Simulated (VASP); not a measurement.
# Ru2C (Pbcn) in VASP: single point with PBE

Aim: the single point of Ru2C with PBE.

All numbers are computed with VASP 6.6.1; they aren't measurements. Logs are shortened: lines on timing, memory, paths and dates and some standing lists are left out, and cuts for length are marked.

## (1) The cell of the first run

It takes space group Pbcn (No. 60, orthorhombic). The conventional cell has a = 4.935 Å, b = 5.634 Å, c = 4.975 Å, α = 90.00°, β = 90.00°, γ = 90.00°. Ru (site symmetry 1) has 3 C at 2.04 to 2.09 Å and 12 Ru at 2.76 to 3.07 Å within 3.1 Å. C (site symmetry 2) has 6 Ru at 2.04 to 2.09 Å within 2.7 Å.

## (2) Single point, PBE

File INCAR:

```
SYSTEM = Ru2C
  PREC = Accurate
  ENCUT = 520
  EDIFF = 1E-7
  ISMEAR = 0
  SIGMA = 0.2
  LREAL = .FALSE.
  LASPH = .TRUE.
  NELM = 100
  ALGO = Normal
  ISIF = 2
  LWAVE = .FALSE.
  LCHARG = .FALSE.
  GGA = PE
  NBANDS = 76
```

File KPOINTS:

```
Automatic mesh
0
G
  4 4 4
  0 0 0
```

File POSCAR:

```
Ru2C
1.0
   -4.9349407335      0.0000000000      0.0000000000
    0.0000000000      0.0000000000     -4.9746534911
    0.0000000000     -5.6339233735      0.0000000000
Ru C
8 4
Direct
    0.7562931547      0.9254437489      0.8929535452
    0.2437068453      0.5745562511      0.8929535452
    0.7437068453      0.4254437489      0.6070464548
    0.2562931547      0.0745562511      0.6070464548
    0.7562931547      0.4254437489      0.1070464548
    0.2437068453      0.0745562511      0.1070464548
    0.7437068453      0.9254437489      0.3929535452
    0.2562931547      0.5745562511      0.3929535452
    0.5000000000      0.2500000000      0.8545800283
    1.0000000000      0.7500000000      0.6454199717
    0.5000000000      0.7500000000      0.1454199717
    1.0000000000      0.2500000000      0.3545800283
```

Potentials or basis: VASP PAW PBE potentials, release 64 (Ru_pv, C).

Started as:

```sh
> cat potpaw_PBE.64/Ru_pv/POTCAR potpaw_PBE.64/C/POTCAR > POTCAR
> mpirun -np 1 vasp_std > vasp.out
```

OUTCAR:

```text
SYSTEM = Ru2C
   PREC = Accurate
   ENCUT = 520
   EDIFF = 1E-7
   ISMEAR = 0
   LREAL = .FALSE.
   LASPH = .TRUE.
   NELM = 100
   ISIF = 2
   GGA = PE

 ion  position               nearest neighbor table
   1  0.756  0.925  0.893-  10 2.04   9 2.06  11 2.09   5 2.76   5 2.76   6 2.79   7 2.82   7 2.82
                             6 2.90   3 2.96   3 2.96   2 2.97   4 3.04   4 3.04   2 3.07
   2  0.244  0.575  0.893-  10 2.04   9 2.06  11 2.09   6 2.76   6 2.76   5 2.79   8 2.82   8 2.82
                             5 2.90   4 2.96   4 2.96   1 2.97   3 3.04   3 3.04   1 3.07
   3  0.744  0.425  0.607-   9 2.04  10 2.06  12 2.09   7 2.76   7 2.76   8 2.79   5 2.82   5 2.82
                             8 2.90   1 2.96   1 2.96   4 2.97   2 3.04   2 3.04   4 3.07
   4  0.256  0.075  0.607-   9 2.04  10 2.06  12 2.09   8 2.76   8 2.76   7 2.79   6 2.82   6 2.82
                             7 2.90   2 2.96   2 2.96   3 2.97   1 3.04   1 3.04   3 3.07
   5  0.756  0.425  0.107-  12 2.04  11 2.06   9 2.09   1 2.76   1 2.76   2 2.79   3 2.82   3 2.82
                             2 2.90   7 2.96   7 2.96   6 2.97   8 3.04   8 3.04   6 3.07
   6  0.244  0.075  0.107-  12 2.04  11 2.06   9 2.09   2 2.76   2 2.76   1 2.79   4 2.82   4 2.82
                             1 2.90   8 2.96   8 2.96   5 2.97   7 3.04   7 3.04   5 3.07
   7  0.744  0.925  0.393-  11 2.04  12 2.06  10 2.09   3 2.76   3 2.76   4 2.79   1 2.82   1 2.82
                             4 2.90   5 2.96   5 2.96   8 2.97   6 3.04   6 3.04   8 3.07
   8  0.256  0.575  0.393-  11 2.04  12 2.06  10 2.09   4 2.76   4 2.76   3 2.79   2 2.82   2 2.82
                             3 2.90   6 2.96   6 2.96   7 2.97   5 3.04   5 3.04   7 3.07
   9  0.500  0.250  0.855-   3 2.04   4 2.04   1 2.06   2 2.06   5 2.09   6 2.09
  10  0.000  0.750  0.645-   1 2.04   2 2.04   3 2.06   4 2.06   7 2.09   8 2.09
  11  0.500  0.750  0.145-   7 2.04   8 2.04   5 2.06   6 2.06   1 2.09   2 2.09
  12  0.000  0.250  0.355-   5 2.04   6 2.04   7 2.06   8 2.06   3 2.09   4 2.09

  LATTYP: Found a simple orthorhombic cell.
 ALAT       =     4.9349407335
 B/A-ratio  =     1.0080472613
 C/A-ratio  =     1.1416395207

  Lattice vectors:

 A1 = (  -4.9349407335,   0.0000000000,   0.0000000000)
 A2 = (   0.0000000000,   0.0000000000,  -4.9746534911)
 A3 = (   0.0000000000,  -5.6339233735,   0.0000000000)

Analysis of symmetry for initial positions (statically):
=====================================================================
 Subroutine PRICEL returns:
 Original cell was already a primitive cell.

 Routine SETGRP: Setting up the symmetry group for a
 simple orthorhombic supercell.

 Subroutine GETGRP returns: Found  8 space group operations
 (whereof  2 operations were pure point group operations)
 out of a pool of  8 trial point group operations.

The static configuration has the point symmetry S_2 .
 The point group associated with its full space group is D_2h.

Analysis of symmetry for dynamics (positions and initial velocities):
=====================================================================
 Subroutine PRICEL returns:
 Original cell was already a primitive cell.

 Routine SETGRP: Setting up the symmetry group for a
 simple orthorhombic supercell.

 Subroutine GETGRP returns: Found  8 space group operations
 (whereof  2 operations were pure point group operations)
 out of a pool of  8 trial point group operations.

The dynamic configuration has the point symmetry S_2 .
 The point group associated with its full space group is D_2h.

 Subroutine INISYM returns: Found  8 space group operations
 (whereof  2 operations are pure point group operations),
 and found     1 'primitive' translations

----------------------------------------------------------------------------------------

                                     Primitive cell

  volume of cell :     138.3107

  direct lattice vectors                    reciprocal lattice vectors
    -4.934940734  0.000000000  0.000000000    -0.202636679  0.000000000  0.000000000
     0.000000000  0.000000000 -4.974653491     0.000000000  0.000000000 -0.201019026
     0.000000000 -5.633923374  0.000000000     0.000000000 -0.177496202  0.000000000

  length of vectors
     4.934940734  4.974653491  5.633923374     0.202636679  0.201019026  0.177496202

  position of ions in fractional coordinates (direct lattice)
     0.756293155  0.925443749  0.892953545
     0.243706845  0.574556251  0.892953545
     0.743706845  0.425443749  0.607046455
     0.256293155  0.074556251  0.607046455
     0.756293155  0.425443749  0.107046455
     0.243706845  0.074556251  0.107046455
     0.743706845  0.925443749  0.392953545
     0.256293155  0.574556251  0.392953545
     0.500000000  0.250000000  0.854580028
     0.000000000  0.750000000  0.645419972
     0.500000000  0.750000000  0.145419972
     0.000000000  0.250000000  0.354580028

  ion indices of the primitive-cell ions
   primitive index   ion index
                 1           1
                 2           2
                 3           3
                 4           4
                 5           5
                 6           6
                 7           7
                 8           8
                 9           9
                10          10
                11          11
                12          12

----------------------------------------------------------------------------------------

 KPOINTS: Automatic mesh

Automatic generation of k-mesh.
 Grid dimensions read from file:
 generate k-points for:    4    4    4

 Generating k-lattice:

  Cartesian coordinates                     Fractional coordinates (reciprocal lattice)
    -0.050659170  0.000000000  0.000000000     0.250000000  0.000000000  0.000000000
     0.000000000  0.000000000 -0.050254757     0.000000000  0.250000000  0.000000000
     0.000000000 -0.044374050  0.000000000     0.000000000  0.000000000  0.250000000

  Length of vectors
     0.050659170  0.050254757  0.044374050

  Shift w.r.t. Gamma in fractional coordinates (k-lattice)
     0.000000000  0.000000000  0.000000000

 Subroutine IBZKPT returns following result:
 ===========================================

 Found     27 irreducible k-points:

 Following reciprocal coordinates:
            Coordinates               Weight
  0.000000  0.000000  0.000000      1.000000
  0.250000  0.000000  0.000000      2.000000
  0.500000  0.000000  0.000000      1.000000
  0.000000  0.250000  0.000000      2.000000
  0.250000  0.250000  0.000000      4.000000
  0.500000  0.250000  0.000000      2.000000
[... 16 lines left out ...]
  0.250000  0.250000  0.500000      4.000000
  0.500000  0.250000  0.500000      2.000000
 [... further k-points ...]
   k-points           NKPTS =     27   k-points in BZ     NKDIM =     27   number of bands    NBANDS=     76
   number of dos      NEDOS =    301   number of ions     NIONS =     12
   total plane-waves  NPLWV =  67200
   dimension x,y,z NGX =    40 NGY =   40 NGZ =   42
   dimension x,y,z NGXF=    80 NGYF=   80 NGZF=   84
   ions per type =               8   4
   NGX,Y,Z   is equivalent  to a cutoff of  13.48, 13.37, 12.39 a.u.
   NGXF,Y,Z  is equivalent  to a cutoff of  26.95, 26.73, 24.79 a.u.
 SYSTEM =  Ru2C
   PREC   = accura    normal or accurate (medium, high low for compatibility)
   ISTART =      0    job   : 0-new  1-cont  2-samecut
   ICHARG =      2    charge: 1-file 2-atom 10-const
   ISPIN  =      1    spin polarized calculation?
   LNONCOLLINEAR =      F non collinear calculations
   LSORBIT =      F    spin-orbit coupling
   LASPH  =      T    aspherical Exc in radial PAW
   ENCUT  =  520.0 eV  38.22 Ry    6.18 a.u.   9.18  9.25 10.48*2*pi/ulx,y,z
   NELM   =    100;   NELMIN=  2; NELMDL= -5     # of ELM steps
   EDIFF  = 0.1E-06   stopping-criterion for ELM
   LREAL  =      F    real-space projection
   EDIFFG = 0.1E-05   stopping-criterion for IOM
   NSW    =      0    number of steps for IOM
   IBRION =     -1    ionic relax: 0-MD 1-quasi-New 2-CG
   NFREE  =      0    steps in history (QN), initial steepest desc. (CG)
   ISIF   =      2    stress and relaxation
   ISYM   =      2    0-nonsym 1-usesym 2-fastsym
   POTIM  = 0.5000    time-step for ionic-motion
   TEBEG  =    0.0;   TEEND  =   0.0 temperature during run
   PSTRESS=    0.0 pullay stress
   NELECT =     128.0000    total number of electrons
   NUPDOWN=      -1.0000    fix difference up-down
   EMIN   =  10.00;   EMAX   =-10.00  energy-range for DOS
   EFERMI =   0.00;   METHOD = LEGACY
   ISMEAR =     0;   SIGMA  =   0.20  broadening in eV -4-tet -1-fermi 0-gaus
   EFERMI_NEDOS =   21; number of points for ismear=-14 and -15
   IALGO  =     38    algorithm
   IMIX   =      4    mixing-type and parameters
     AMIX     =   0.40;   BMIX     =  1.00
     AMIX_MAG =   1.60;   BMIX_MAG =  1.00
  volume/ion in A,a.u.               =      11.53        77.78
  Fermi-wavevector in a.u.,A,eV,Ry     =   1.595363  3.014799 34.629329  2.545184
  Thomas-Fermi vector in A             =   2.693294
   LORBIT       =      0    0 simple, 1 ext, 2 COOP (PROOUT), +10 PAW based schemes
   GGA     = PE    functional components
   LHFCALC =     F    Hartree Fock is set to
   AEXX    =    0.0000 exact exchange contribution
   IVDW    =     0    specifies the selected vdW correction
   LEPSILON=     F    determine dielectric tensor
   LRPA    =     F    only Hartree local field effects (RPA)
 non-spin polarized calculation
 Gauss-broadening in eV      SIGMA  =   0.20
  energy-cutoff  :      520.00
  volume of cell :      138.31
 maximum number of plane-waves:      3746
 NGX is ok and might be reduce to    40
   NGX = 19   NGY = 19   NGZ = 21

 number of electron     128.0000008 magnetization

 Free energy of the ion-electron system (eV)
  ---------------------------------------------------
  ext. energy  EPLUGINS =         0.00000000
  ---------------------------------------------------
  free energy    TOTEN  =      -107.13513095 eV

  energy without entropy =     -106.89562266  energy(sigma->0) =     -107.01537681

 E-fermi :  11.6565     XC(G=0): -13.6209

 val. band max:       11.6477314648   @ k =   0.2500   0.0000   0.2500
 cond. band min:      11.6595480826   @ k =   0.0000   0.5000   0.5000
 fundamental gap:      0.0118166178
 Fermi energy:        11.6564810947

 k-point     1 :       0.0000    0.0000    0.0000
  band No.  band energies     occupation
      1     -31.8123      2.00000
      2     -31.7440      2.00000
      3     -31.6851      2.00000
      4     -31.6662      2.00000
      5     -31.6588      2.00000
      6     -31.6320      2.00000
[... 68 lines left out ...]
     75      14.3363      0.00000
     76      15.0957      0.00000

 k-point     2 :       0.2500    0.0000    0.0000
  band No.  band energies     occupation
      1     -31.7787      2.00000
      2     -31.7742      2.00000
      3     -31.7273      2.00000
      4     -31.6718      2.00000
      5     -31.6485      2.00000
      6     -31.6318      2.00000
[... 68 lines left out ...]
     75      14.8997      0.00000
     76      15.0678      0.00000

 k-point     3 :       0.5000    0.0000    0.0000
  band No.  band energies     occupation
      1     -31.7801      2.00000
      2     -31.7801      2.00000
      3     -31.7135      2.00000
      4     -31.7135      2.00000
      5     -31.6305      2.00000
      6     -31.6305      2.00000
[... 1648 lines left out ...]
     75      14.9765      0.00000
     76      15.4293      0.00000

 k-point    24 :       0.5000    0.2500    0.5000
  band No.  band energies     occupation
      1     -31.7213      2.00000
      2     -31.7213      2.00000
      3     -31.6569      2.00000
      4     -31.6569      2.00000
      5     -31.5620      2.00000
      6     -31.5620      2.00000
[... 68 lines left out ...]
     75      15.5787      0.00000
     76      15.5797      0.00000

 [... further k-points ...]

------------------------ aborting loop because EDIFF is reached ----------------------------------------

  FORCE on cell =-STRESS in cart. coord.  units (eV):
  Direction    XX          YY          ZZ          XY          YZ          ZX
  --------------------------------------------------------------------------------------
  -------------------------------------------------------------------------------------
  Total        0.2227723      0.7056682      0.1517026      0.0000000      0.0000000     -0.0000000
  in kB        2.5805724      8.1743909      1.7573085      0.0000000      0.0000000     -0.0000000
  external PRESSURE =       4.1707573 kB  Pullay stress =       0.0000000 kB

 VOLUME and BASIS-vectors are now :
 -----------------------------------------------------------------------------
  energy-cutoff  :      520.00
  volume of cell :      138.31
      direct lattice vectors                 reciprocal lattice vectors
    -4.934940734  0.000000000  0.000000000    -0.202636679  0.000000000  0.000000000
     0.000000000  0.000000000 -4.974653491     0.000000000  0.000000000 -0.201019026
     0.000000000 -5.633923374  0.000000000     0.000000000 -0.177496202  0.000000000

 POSITION                                       TOTAL-FORCE (eV/Angst)
 -----------------------------------------------------------------------------------
     -3.73226     -5.03083     -4.60376         0.005046      0.033114     -0.005330
     -1.20268     -5.03083     -2.85822        -0.005046      0.033114      0.005330
     -3.67015     -3.42005     -2.11644        -0.005046     -0.033114     -0.005330
     -1.26479     -3.42005     -0.37089         0.005046     -0.033114      0.005330
     -3.73226     -0.60309     -2.11644         0.005046     -0.033114     -0.005330
     -1.20268     -0.60309     -0.37089        -0.005046     -0.033114      0.005330
     -3.67015     -2.21387     -4.60376        -0.005046      0.033114     -0.005330
     -1.26479     -2.21387     -2.85822         0.005046      0.033114      0.005330
     -2.46747     -4.81464     -1.24366        -0.000000     -0.003164      0.000000
      0.00000     -3.63625     -3.73099         0.000000      0.003164      0.000000
     -2.46747     -0.81928     -3.73099         0.000000      0.003164      0.000000
      0.00000     -1.99768     -1.24366        -0.000000     -0.003164      0.000000
 -----------------------------------------------------------------------------------
    total drift:                               -0.000000     -0.000000      0.000000

  FREE ENERGIE OF THE ION-ELECTRON SYSTEM (eV)
  ---------------------------------------------------
  free  energy   TOTEN  =      -107.1351309527 eV

  energy  without entropy=     -106.8956226583  energy(sigma->0) =     -107.01537681
```

Run time: 5.2 min. Hardware: 1 thread of Intel Xeon Platinum 8259CL at 2.50GHz (Skylake/Cascade Lake), shared host; peak memory 0.36 GiB.

What came out:

- Free energy: -107.1351 eV
- Pressure: 0.4 GPa
- Largest force: 0.034 eV/Å
- Band gap on the k mesh: zero (bands 64 and 65 overlap by 0.38 eV)

Forces on the atoms (eV/Å):
```
Ru   0.005  0.033 -0.005
Ru  -0.005  0.033  0.005
Ru  -0.005 -0.033 -0.005
Ru   0.005 -0.033  0.005
Ru   0.005 -0.033 -0.005
Ru  -0.005 -0.033  0.005
Ru  -0.005  0.033 -0.005
Ru   0.005  0.033  0.005
C    0.000 -0.003  0.000
C    0.000  0.003  0.000
C    0.000  0.003  0.000
C    0.000 -0.003  0.000
```
